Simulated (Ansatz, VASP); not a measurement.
# TlPS4: VASP beside Ansatz

```xyz
6
Lattice="4.0026 0.0000 0.0000 -2.0013 3.4664 0.0000 0.0000 0.0000 8.8875" Properties=species:S:1:pos:R:3 pbc="T T T"
Tl    0.0000    0.0000    4.4438
P     0.0000    0.0000    0.0000
S     2.0013    1.1555    2.0769
S     0.0000    2.3109    6.8106
S     0.0000    2.3109    2.0769
S     2.0013    1.1555    6.8106
```

Change from the starting cell: species swapped into the MgAlB4 type (P6/mmm, No. 191).

Alike in both runs: task relaxation of cell and atoms; functional PBE; k mesh 6 × 6 × 2; occupations gaussian, width 0.1 eV; no spin polarisation.

|  | VASP | Ansatz |
| --- | --- | --- |
| version | VASP 6.6.1 | Ansatz 0.2.0 |
| potentials or method | VASP PAW PBE potentials, release 64 (Tl_d, P, S), cutoff 600 eV | scalar-relativistic, plane waves, PAW |
| valence electrons in the cell | 42 | 42 |

```tsv
	VASP	Ansatz	Ansatz less VASP
gap on the k mesh at the Fermi level, each at its own relaxed structure (eV)	none	none	-
relaxed volume (Å³/atom)	20.77	20.95	+0.172
relaxed cell length with the largest relative difference (Å)	7.762	7.812	+0.0502
```

A gap of «none» marks a metal or a gap that the smearing closes.

Spin-orbit coupling is off throughout.
